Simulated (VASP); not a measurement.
A run of VASP 6.6.1 is set up as follows.

INCAR

```
PREC     = Accurate       # precision mode
ENCUT    = 520            # plane-wave cutoff, eV
EDIFF    = 1E-7           # SCF threshold, eV
ISMEAR   = 0              # smearing method
SIGMA    = 0.1            # smearing width, eV
LREAL    = F              # projectors in reciprocal space
LASPH    = T              # aspherical terms in the spheres
NELM     = 80             # most SCF steps
ALGO     = Normal         # electronic algorithm
ISIF     = 2              # what is computed and relaxed
LWAVE    = F              # write WAVECAR
LCHARG   = F              # write CHGCAR
GGA      = PE             # functional
NBANDS   = 21             # bands
```

Contents of KPOINTS:

```
regular mesh
0
Gamma
  12 12 12
```

The input POSCAR:

```
Ge
1.0
    0.0000000000      2.8287700000      2.8287700000
    2.8287700000      0.0000000000      2.8287700000
    2.8287700000      2.8287700000      0.0000000000
Ge
2
Direct
    0.5000000000      0.5000000000      0.5000000000
    0.7897699353      0.7102300647      0.7897699353
```

Potentials or basis: VASP PAW PBE potentials, release 64 (Ge_d).

Launch:

```console
$ cat potpaw_PBE.64/Ge_d/POTCAR > POTCAR
$ mpirun -np 1 vasp_std > vasp.out
```

Q: Predict the band gap on the k mesh.

A: Zero (band 14 reaches 5.79 eV, above the bottom of band 15 at 4.82 eV).

Q: What does it give for the pressure?

A: 5.2 GPa.

Q: Estimate the largest force.

A: 2.415 eV/Å.

Forces in eV/Å, atoms in the order of the input:
```
Ge   0.000  2.415  0.000
Ge   0.000 -2.415  0.000
```

Caveat: the cell differs from its parent crystal (one atom moved); forces of over 1 eV/Å act on the atoms, so gaps and moduli don't describe the material at rest.
